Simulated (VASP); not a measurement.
Crystal: ZrTiN.

```
Zr Ti N
1.0
     4.15767    0.00000    0.00000
    -2.07883    3.60065    0.00000
     0.00000    0.00000    2.86588
Zr Ti N
1 1 1
Direct
  0.66667 0.33333 0.50000
  0.33333 0.66667 0.50000
  0.00000 0.00000 0.00000
```

- Program: VASP 6.6.1
- Task: relaxation of cell and atoms
- Functional: PBE
- Potentials or basis: VASP PAW PBE potentials, release 64 (Zr_sv, Ti_sv, N)
- Cutoff: 600 eV
- k mesh: 6 × 6 × 6
- Occupations: gaussian, width 0.1 eV
- Spin: no spin polarisation

At the start: pressure 0.6 GPa; volume 14.30 Å³/atom.

**Question.** Where does the relaxation end?

**Answer.** Over 3 steps the energy falls by 6.6 meV/atom and the volume is 14.51 Å³/atom (+1.4 %); space group P-6m2 (No. 187, to 0.05 Å).

Step by step:
```tsv
step	energy change (eV)	largest force (eV/Å)	pressure (GPa)	volume (Å³)
1	0.0000	0.0000	0.64	42.90
2	-0.0156	0.0000	-0.01	43.25
3	-0.0198	0.0000	-0.39	43.52
```

Final structure:
```
CELL_PARAMETERS angstrom
4.23503 0.00000 0.00000
-2.11751 3.66764 0.00000
0.00000 0.00000 2.80207
ATOMIC_POSITIONS crystal
Zr 0.66667 0.33333 0.50000
Ti 0.33333 0.66667 0.50000
N 0.00000 0.00000 0.00000
```

Caveat: the k points lie up to 0.37 Å⁻¹ apart in the final cell.
